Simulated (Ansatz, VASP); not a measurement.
# Li2O: VASP beside Ansatz

```
CELL_PARAMETERS angstrom
0.00000 2.28637 2.28637
2.28637 0.00000 2.28637
2.28637 2.28637 0.00000
ATOMIC_POSITIONS crystal
Li 0.25000 0.25000 0.25000
Li 0.75000 0.75000 0.75000
O 0.00000 0.00000 0.00000
```

Alike in both runs: task single point; functional r2SCAN; k mesh 8 × 8 × 8; no spin polarisation.

```csv
,VASP,Ansatz
version,VASP 6.6.1,Ansatz 0.2.0
potentials or method,"VASP PAW PBE potentials, release 64 (Li_sv, O)","plane waves, PAW"
plane-wave cutoff (eV),830,500
occupations,"gaussian, width 0.01 eV",fixed
valence electrons in the cell,12,12
```

Ansatz gave:

| Property | Result |
| --- | --- |
| gap on the k mesh at the Fermi level (eV) | 5.77 |

Problem. What did VASP give for the same quantities?

Solution. gap on the k mesh at the Fermi level (eV): 5.73.

VASP's potentials were made for PBE, not for r2SCAN.
